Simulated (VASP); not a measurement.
# Ti2B3 (P4mm) in VASP: a series of runs, part 2 of 3

VASP 6.6.1. The steps go on from the part before.

## (4) Single point, PBE

This run uses another cell than the first one, of 10.32 Å³/atom.

Input file INCAR:

```
PREC = Accurate
ENCUT = 520
EDIFF = 1E-6
ISMEAR = 0
SIGMA = 0.1
LREAL = F
LASPH = T
NELM = 80
ALGO = Normal
ISIF = 2
LWAVE = F
LCHARG = F
GGA = PE
NBANDS = 24
```

Input file KPOINTS:

```
Automatic mesh
0
Gamma
  12 12 6
```

Input file POSCAR:

```
Ti2B3
1.0
    2.9579834834      0.0000000000      0.0000000000
    0.0000000000      2.9579834834      0.0000000000
    0.0000000000      0.0000000000      5.9002042901
Ti B
2 3
Direct
    0.0000000000      0.0000000000      0.7077596542
    0.5000000000      0.5000000000      0.3507207252
    0.5000000000      0.0000000000      0.0176377987
    0.0000000000      0.5000000000      0.0176377987
    0.0000000000      0.0000000000      0.1762439433
```

Potentials or basis: VASP PAW PBE potentials, release 64 (Ti_sv, B).

On the command line:

```bash
$ cat potpaw_PBE.64/Ti_sv/POTCAR potpaw_PBE.64/B/POTCAR > POTCAR
$ mpirun -np 1 vasp_std > vasp.out
```

OUTCAR:

```text
PREC = Accurate
   ENCUT = 520
   EDIFF = 1E-6
   ISMEAR = 0
   LREAL = F
   LASPH = T
   NELM = 80
   ISIF = 2
   GGA = PE

 ion  position               nearest neighbor table
   1  0.000  0.000  0.708-   3 2.35   4 2.35   4 2.35   3 2.35
   2  0.500  0.500  0.351-   5 2.33   5 2.33   5 2.33   5 2.33   4 2.46   4 2.46   3 2.46   3 2.46

   3  0.500  0.000  0.018-   5 1.75   5 1.75   4 2.09   4 2.09   4 2.09   4 2.09   1 2.35   1 2.35
                             2 2.46   2 2.46
   4  0.000  0.500  0.018-   5 1.75   5 1.75   3 2.09   3 2.09   3 2.09   3 2.09   1 2.35   1 2.35
                             2 2.46   2 2.46
   5  0.000  0.000  0.176-   3 1.75   4 1.75   4 1.75   3 1.75   2 2.33   2 2.33   2 2.33   2 2.33

  LATTYP: Found a simple tetragonal cell.
 ALAT       =     2.9579834834
 C/A-ratio  =     1.9946711411

  Lattice vectors:

 A1 = (   2.9579834834,   0.0000000000,   0.0000000000)
 A2 = (   0.0000000000,   2.9579834834,   0.0000000000)
 A3 = (   0.0000000000,   0.0000000000,   5.9002042901)

Analysis of symmetry for initial positions (statically):
=====================================================================
 Subroutine PRICEL returns:
 Original cell was already a primitive cell.

 Routine SETGRP: Setting up the symmetry group for a
 simple tetragonal supercell.

 Subroutine GETGRP returns: Found  8 space group operations
 (whereof  8 operations were pure point group operations)
 out of a pool of 16 trial point group operations.

The static configuration has the point symmetry C_4v.

Analysis of symmetry for dynamics (positions and initial velocities):
=====================================================================
 Subroutine PRICEL returns:
 Original cell was already a primitive cell.

 Routine SETGRP: Setting up the symmetry group for a
 simple tetragonal supercell.

 Subroutine GETGRP returns: Found  8 space group operations
 (whereof  8 operations were pure point group operations)
 out of a pool of 16 trial point group operations.

The dynamic configuration has the point symmetry C_4v.

 Subroutine INISYM returns: Found  8 space group operations
 (whereof  8 operations are pure point group operations),
 and found     1 'primitive' translations

----------------------------------------------------------------------------------------

                                     Primitive cell

  volume of cell :      51.6248

  direct lattice vectors                    reciprocal lattice vectors
     2.957983483  0.000000000  0.000000000     0.338068149  0.000000000  0.000000000
     0.000000000  2.957983483  0.000000000     0.000000000  0.338068149  0.000000000
     0.000000000  0.000000000  5.900204290     0.000000000  0.000000000  0.169485657

  length of vectors
     2.957983483  2.957983483  5.900204290     0.338068149  0.338068149  0.169485657

  position of ions in fractional coordinates (direct lattice)
     0.000000000  0.000000000  0.707759654
     0.500000000  0.500000000  0.350720725
     0.500000000  0.000000000  0.017637799
     0.000000000  0.500000000  0.017637799
     0.000000000  0.000000000  0.176243943

  ion indices of the primitive-cell ions
   primitive index   ion index
                 1           1
[... 21 lines left out ...]
     0.028172346  0.028172346  0.028247609

  Shift w.r.t. Gamma in fractional coordinates (k-lattice)
     0.000000000  0.000000000  0.000000000

 Subroutine IBZKPT returns following result:
 ===========================================

 Found    112 irreducible k-points:

 Following reciprocal coordinates:
            Coordinates               Weight
  0.000000  0.000000  0.000000      1.000000
  0.083333  0.000000  0.000000      4.000000
  0.166667  0.000000  0.000000      4.000000
  0.250000  0.000000  0.000000      4.000000
  0.333333  0.000000  0.000000      4.000000
  0.416667  0.000000  0.000000      4.000000
[... 16 lines left out ...]
  0.333333  0.333333  0.000000      4.000000
  0.416667  0.333333  0.000000      8.000000
 [... further k-points ...]
   k-points           NKPTS =    112   k-points in BZ     NKDIM =    112   number of bands    NBANDS=     24
   number of dos      NEDOS =    301   number of ions     NIONS =      5
   total plane-waves  NPLWV =  27648
   dimension x,y,z NGX =    24 NGY =   24 NGZ =   48
   dimension x,y,z NGXF=    48 NGYF=   48 NGZF=   96
   ions per type =               2   3
   NGX,Y,Z   is equivalent  to a cutoff of  13.49, 13.49, 13.52 a.u.
   NGXF,Y,Z  is equivalent  to a cutoff of  26.98, 26.98, 27.05 a.u.
 SYSTEM =  unknown system
   PREC   = accura    normal or accurate (medium, high low for compatibility)
   ISTART =      0    job   : 0-new  1-cont  2-samecut
   ICHARG =      2    charge: 1-file 2-atom 10-const
   ISPIN  =      1    spin polarized calculation?
   LNONCOLLINEAR =      F non collinear calculations
   LSORBIT =      F    spin-orbit coupling
   LASPH  =      T    aspherical Exc in radial PAW
   ENCUT  =  520.0 eV  38.22 Ry    6.18 a.u.   5.50  5.50 10.97*2*pi/ulx,y,z
   NELM   =     80;   NELMIN=  2; NELMDL= -5     # of ELM steps
   EDIFF  = 0.1E-05   stopping-criterion for ELM
   LREAL  =      F    real-space projection
   EDIFFG = 0.1E-04   stopping-criterion for IOM
   NSW    =      0    number of steps for IOM
   IBRION =     -1    ionic relax: 0-MD 1-quasi-New 2-CG
   NFREE  =      0    steps in history (QN), initial steepest desc. (CG)
   ISIF   =      2    stress and relaxation
   ISYM   =      2    0-nonsym 1-usesym 2-fastsym
   POTIM  = 0.5000    time-step for ionic-motion
   TEBEG  =    0.0;   TEEND  =   0.0 temperature during run
   PSTRESS=    0.0 pullay stress
   NELECT =      33.0000    total number of electrons
   NUPDOWN=      -1.0000    fix difference up-down
   EMIN   =  10.00;   EMAX   =-10.00  energy-range for DOS
   EFERMI =   0.00;   METHOD = LEGACY
   ISMEAR =     0;   SIGMA  =   0.10  broadening in eV -4-tet -1-fermi 0-gaus
   EFERMI_NEDOS =   21; number of points for ismear=-14 and -15
   IALGO  =     38    algorithm
   IMIX   =      4    mixing-type and parameters
     AMIX     =   0.40;   BMIX     =  1.00
     AMIX_MAG =   1.60;   BMIX_MAG =  1.00
  volume/ion in A,a.u.               =      10.32        69.68
  Fermi-wavevector in a.u.,A,eV,Ry     =   1.410241  2.664969 27.058985  1.988779
  Thomas-Fermi vector in A             =   2.532215
   LORBIT       =      0    0 simple, 1 ext, 2 COOP (PROOUT), +10 PAW based schemes
   GGA     = PE    functional components
   LHFCALC =     F    Hartree Fock is set to
   AEXX    =    0.0000 exact exchange contribution
   IVDW    =     0    specifies the selected vdW correction
   LEPSILON=     F    determine dielectric tensor
   LRPA    =     F    only Hartree local field effects (RPA)
 non-spin polarized calculation
 Gauss-broadening in eV      SIGMA  =   0.10
  energy-cutoff  :      520.00
  volume of cell :       51.62
 maximum number of plane-waves:      1421
 NGX is ok and might be reduce to    24
   NGX = 11   NGY = 11   NGZ = 21

 number of electron      32.9999991 magnetization

 Free energy of the ion-electron system (eV)
  ---------------------------------------------------
  ext. energy  EPLUGINS =         0.00000000
  ---------------------------------------------------
  free energy    TOTEN  =       -36.51120174 eV

  energy without entropy =      -36.49528714  energy(sigma->0) =      -36.50324444

 E-fermi :   8.5007     XC(G=0): -12.0585

 val. band max:        8.4965332724   @ k =   0.4167   0.0833   0.1667
 cond. band min:       8.5031840475   @ k =   0.5000   0.0000   0.0000
 fundamental gap:      0.0066507751
 Fermi energy:         8.5006945333

 k-point     1 :       0.0000    0.0000    0.0000
  band No.  band energies     occupation
      1     -48.1311      2.00000
      2     -48.0452      2.00000
      3     -24.5835      2.00000
      4     -24.3109      2.00000
      5     -24.2413      2.00000
      6     -24.2413      2.00000
[... 637 lines left out ...]
     23      12.7220      0.00000
     24      13.2162      0.00000

 [... further k-points ...]
[... 5 lines left out ...]
  --------------------------------------------------------------------------------------
  -------------------------------------------------------------------------------------
  Total       -0.0018099     -0.0018099      0.0168616      0.0000000      0.0000000      0.0000000
  in kB       -0.0561708     -0.0561708      0.5232999      0.0000000      0.0000000      0.0000000
  external PRESSURE =       0.1369861 kB  Pullay stress =       0.0000000 kB

 VOLUME and BASIS-vectors are now :
 -----------------------------------------------------------------------------
  energy-cutoff  :      520.00
  volume of cell :       51.62
      direct lattice vectors                 reciprocal lattice vectors
     2.957983483  0.000000000  0.000000000     0.338068149  0.000000000  0.000000000
     0.000000000  2.957983483  0.000000000     0.000000000  0.338068149  0.000000000
     0.000000000  0.000000000  5.900204290     0.000000000  0.000000000  0.169485657

 POSITION                                       TOTAL-FORCE (eV/Angst)
 -----------------------------------------------------------------------------------
      0.00000      0.00000      4.17593         0.000000      0.000000     -0.016891
      1.47899      1.47899      2.06932         0.000000      0.000000      0.026749
      1.47899      0.00000      0.10407         0.000000      0.000000     -0.005514
      0.00000      1.47899      0.10407         0.000000     -0.000000     -0.005514
      0.00000      0.00000      1.03988         0.000000      0.000000      0.001170
 -----------------------------------------------------------------------------------
    total drift:                                0.000000      0.000000     -0.000044

  FREE ENERGIE OF THE ION-ELECTRON SYSTEM (eV)
  ---------------------------------------------------
  free  energy   TOTEN  =       -36.5112017413 eV

  energy  without entropy=      -36.4952871366  energy(sigma->0) =      -36.50324444
```

OSZICAR:

```text
N       E                     dE             d eps       ncg     rms          rms(c)
DAV:   1     0.345071438318E+03    0.34507E+03   -0.16051E+04  5376   0.158E+03
DAV:   2    -0.258282978990E+01   -0.34765E+03   -0.33591E+03  5448   0.468E+02
DAV:   3    -0.412059039798E+02   -0.38623E+02   -0.37280E+02  9440   0.132E+02
DAV:   4    -0.436641899186E+02   -0.24583E+01   -0.24427E+01  7208   0.315E+01
DAV:   5    -0.438156325881E+02   -0.15144E+00   -0.15143E+00  8256   0.649E+00    0.180E+01
DAV:   6    -0.383137272836E+02    0.55019E+01   -0.65633E+01  7680   0.602E+01    0.794E+00
DAV:   7    -0.365184656735E+02    0.17953E+01   -0.14077E+01  7336   0.286E+01    0.447E+00
DAV:   8    -0.365920951694E+02   -0.73629E-01   -0.12034E+00  7400   0.103E+01    0.310E+00
DAV:   9    -0.365185652421E+02    0.73530E-01   -0.51136E-01  7584   0.671E+00    0.140E+00
DAV:  10    -0.365081417611E+02    0.10423E-01   -0.73263E-02  7928   0.296E+00    0.629E-01
DAV:  11    -0.365111102745E+02   -0.29685E-02   -0.12207E-02  7608   0.104E+00    0.124E-01
DAV:  12    -0.365111591743E+02   -0.48900E-04   -0.17130E-03  8120   0.362E-01    0.710E-02
DAV:  13    -0.365112071490E+02   -0.47975E-04   -0.14136E-04  7512   0.123E-01    0.212E-02
DAV:  14    -0.365112012964E+02    0.58526E-05   -0.15234E-05  7328   0.357E-02    0.154E-02
DAV:  15    -0.365112017413E+02   -0.44494E-06   -0.45590E-06  6120   0.189E-02
   1 F= -.36511202E+02 E0= -.36503244E+02  d E =-.159146E-01
```

It took 61 s on 1 thread of Intel Xeon 6975P-C (Granite Rapids), shared host; peak memory 0.25 GiB.

Results:

| Property | Result |
| --- | --- |
| Free energy | -36.5112 eV |
| Pressure | 0.0 GPa |
| Largest force | 0.027 eV/Å |
| Band gap on the k mesh | zero (an odd number of electrons rules out a gap without spin polarisation) |

Forces on the atoms (eV/Å):
```
Ti   0.000  0.000 -0.017
Ti   0.000  0.000  0.027
B    0.000  0.000 -0.006
B    0.000  0.000 -0.006
B    0.000  0.000  0.001
```

## (5) Relaxation of cell and atoms, PBE

Input file INCAR:

```
SYSTEM = Ti2B3
PREC     = Accurate       ! precision mode
ENCUT    = 600            ! plane-wave cutoff, eV
EDIFF    = 1E-7           ! SCF threshold, eV
ISMEAR   = 0              ! smearing method
SIGMA    = 0.1            ! smearing width, eV
LREAL    = .FALSE.        ! projectors in reciprocal space
LASPH    = .TRUE.         ! aspherical terms in the spheres
NELM     = 60             ! most SCF steps
ALGO     = Normal         ! electronic algorithm
ISIF     = 3              ! what is computed and relaxed
LWAVE    = .FALSE.        ! write WAVECAR
LCHARG   = .FALSE.        ! write CHGCAR
GGA      = PE             ! functional
IBRION   = 2              ! ionic algorithm
NSW      = 90             ! ionic steps
EDIFFG   = -0.04          ! ionic threshold
```

Input file KPOINTS:

```
regular mesh
0
G
  6 6 4
  0 0 0
```

Input file POSCAR:

```
Ti2B3
1.0
    3.1722138200      0.0000000000      0.0000000000
    0.0000000000      3.1722138200      0.0000000000
    0.0000000000      0.0000000000      4.6722866100
Ti B
2 3
Direct
    0.0000000000      0.0000000000      0.7211286400
    0.5000000000      0.5000000000      0.2898103300
    0.5000000000      0.0000000000      0.9934612500
    0.0000000000      0.5000000000      0.9934612500
    0.0000000000      0.0000000000      0.2721384500
```

Potentials or basis: VASP PAW PBE potentials, release 64 (Ti_sv, B).

On the command line:

```bash
$ cat potpaw_PBE.64/Ti_sv/POTCAR potpaw_PBE.64/B/POTCAR > POTCAR
$ mpirun -np 1 vasp_std > vasp.out
```

OUTCAR:

```text
SYSTEM = Ti2B3
   PREC = Accurate
   ENCUT = 600
   EDIFF = 1E-7
   ISMEAR = 0
   LREAL = .FALSE.
   LASPH = .TRUE.
   NELM = 60
   ISIF = 3
   GGA = PE
   IBRION = 2
   NSW = 90
   EDIFFG = -0.04

 ion  position               nearest neighbor table
   1  0.000  0.000  0.721-   3 2.03   4 2.03   4 2.03   3 2.03   5 2.10
   2  0.500  0.500  0.290-   3 2.11   4 2.11   3 2.11   4 2.11   5 2.24   5 2.24   5 2.24   5 2.24

   3  0.500  0.000  0.993-   1 2.03   1 2.03   5 2.05   5 2.05   2 2.11   2 2.11
   4  0.000  0.500  0.993-   1 2.03   1 2.03   5 2.05   5 2.05   2 2.11   2 2.11
   5  0.000  0.000  0.272-   3 2.05   4 2.05   4 2.05   3 2.05   1 2.10   2 2.24   2 2.24   2 2.24
                             2 2.24

  LATTYP: Found a simple tetragonal cell.
 ALAT       =     3.1722138200
 C/A-ratio  =     1.4728788395

  Lattice vectors:

 A1 = (   3.1722138200,   0.0000000000,   0.0000000000)
 A2 = (   0.0000000000,   3.1722138200,   0.0000000000)
 A3 = (   0.0000000000,   0.0000000000,   4.6722866100)

Analysis of symmetry for initial positions (statically):
=====================================================================
 Subroutine PRICEL returns:
 Original cell was already a primitive cell.

[... 186 lines left out ...]
  in kB      306.9566580    306.9566580    467.4548703      0.0000000      0.0000000      0.0000000
  external PRESSURE =     360.4560621 kB  Pullay stress =       0.0000000 kB
[... 98 lines left out ...]
  FREE ENERGIE OF THE ION-ELECTRON SYSTEM (eV)
  ---------------------------------------------------
  free  energy   TOTEN  =       -35.0210353150 eV

  energy  without entropy=      -35.0040041507  energy(sigma->0) =      -35.01251973

[... ionic steps 4 to 15 ...]

--------------------------------------- Ionic step       16  -------------------------------------------

 number of electron      33.0000000 magnetization

------------------------ aborting loop because EDIFF is reached ----------------------------------------
[... 73 lines left out ...]
--------------------------------------- Ionic step       18  -------------------------------------------

 number of electron      32.9999998 magnetization

 Free energy of the ion-electron system (eV)
  ---------------------------------------------------
  ext. energy  EPLUGINS =         0.00000000
  ---------------------------------------------------
  free energy    TOTEN  =       -36.50748044 eV

  energy without entropy =      -36.49018098  energy(sigma->0) =      -36.49883071

 E-fermi :   8.4596     XC(G=0): -12.0608

 val. band max:        8.4489068967   @ k =   0.5000   0.1667   0.0000
 cond. band min:       8.4949770237   @ k =   0.5000   0.0000   0.5000
 fundamental gap:      0.0460701270
 Fermi energy:         8.4596071358

 k-point     1 :       0.0000    0.0000    0.0000
  band No.  band energies     occupation
      1     -48.1347      2.00000
      2     -48.0414      2.00000
      3     -24.5879      2.00000
      4     -24.3087      2.00000
      5     -24.2493      2.00000
      6     -24.2493      2.00000
[... 541 lines left out ...]
     19      10.3344      0.00000
     20      10.9136      0.00000

 [... further k-points ...]
[... 5 lines left out ...]
  --------------------------------------------------------------------------------------
  -------------------------------------------------------------------------------------
  Total       -0.0468433     -0.0468433      0.0173636      0.0000000      0.0000000      0.0000000
  in kB       -1.4542593     -1.4542593      0.5390567      0.0000000      0.0000000      0.0000000
  external PRESSURE =      -0.7898206 kB  Pullay stress =       0.0000000 kB
[... 20 lines left out ...]
  FREE ENERGIE OF THE ION-ELECTRON SYSTEM (eV)
  ---------------------------------------------------
  free  energy   TOTEN  =       -36.5074804412 eV

  energy  without entropy=      -36.4901809764  energy(sigma->0) =      -36.49883071

 reached required accuracy - stopping structural energy minimisation
```

Wall time 5 min (1 thread of Intel Xeon 6975P-C (Granite Rapids), shared host); peak memory 0.21 GiB.

Results:

```
Free energy                           : -36.5075 eV
Relaxed volume                        : 10.32 Å³/atom
Relaxed cell                          : a = 2.967 Å, b = 2.967 Å, c = 5.863 Å, α = 90.00°, β = 90.00°, γ = 90.00°
Space group after relaxing (to 0.1 Å) : P4mm (No. 99)
Energy gained by relaxing             : 592.0 meV/atom
Ionic steps                           : 18
Pressure after relaxing               : -0.1 GPa
Largest force after relaxing          : 0.018 eV/Å
Band gap on the k mesh                : zero (an odd number of electrons rules out a gap without spin polarisation)
```

Forces in eV/Å, atoms in the order of the input:
```
Ti   0.000  0.000 -0.012
Ti   0.000  0.000 -0.010
B    0.000  0.000  0.002
B    0.000  0.000  0.002
B    0.000  0.000  0.018
```

Step by step:
```csv
step,energy change (eV),largest force (eV/Å),pressure (GPa),volume (Å³)
1,0.0000,4.0424,36.05,47.02
2,-0.9564,1.8030,-24.02,62.90
3,-1.4735,2.3156,-9.11,56.24
4,-1.4747,2.3420,-8.15,55.93
5,-2.0555,1.7253,-6.06,53.93
6,-2.5168,0.6053,0.45,51.31
7,-1.0930,5.1293,34.54,46.03
8,-2.5544,0.4099,2.59,50.71
9,-2.5594,0.6187,3.67,50.44
10,-2.7605,1.5049,-0.86,51.39
11,-2.7610,1.5858,-1.05,51.43
12,-2.9046,1.1030,-0.35,51.35
13,-2.9047,1.1163,-0.39,51.36
14,-2.9543,0.1737,2.05,51.13
15,-2.9559,0.1698,1.64,51.16
16,-2.9572,0.0357,-1.68,52.08
17,-2.9594,0.0539,-0.23,51.67
18,-2.9599,0.0185,-0.08,51.61
```

Final structure:
```
Ti B
1.0
     2.96674    0.00000    0.00000
     0.00000    2.96674    0.00000
     0.00000    0.00000    5.86349
Ti B
2 3
Cartesian
  0.0000 0.0000 4.1470
  1.4834 1.4834 2.0554
  1.4834 0.0000 0.1022
  0.0000 1.4834 0.1022
  0.0000 0.0000 1.0399
```

Levels at points of the mesh, in eV from the Fermi level:
```csv
k point,band 13,band 14,band 15,band 16,band 17,band 18,band 19,band 20
"(0.00, 0.00, 0.00)",-4.42,-1.94,-1.11,-0.66,1.50,1.97,1.97,2.33
"(0.50, 0.00, 0.00)",-2.73,-2.15,-0.46,-0.08,0.05,0.81,0.88,1.51
"(0.50, 0.50, 0.00)",-4.13,-2.38,-2.38,-0.54,0.06,0.06,1.87,2.63
"(0.00, 0.00, 0.50)",-3.20,-1.86,-1.30,-0.83,0.97,1.12,1.12,2.54
"(0.50, 0.00, 0.50)",-2.84,-1.21,-1.05,-0.50,0.04,0.36,1.87,2.45
"(0.50, 0.50, 0.50)",-4.55,-2.55,-2.55,-1.29,0.54,0.54,3.04,3.63
```

Caveat: a cell axis changed by over 15 % at a fixed basis, so the end point is rough.

(Continued in part 3 of 3.)
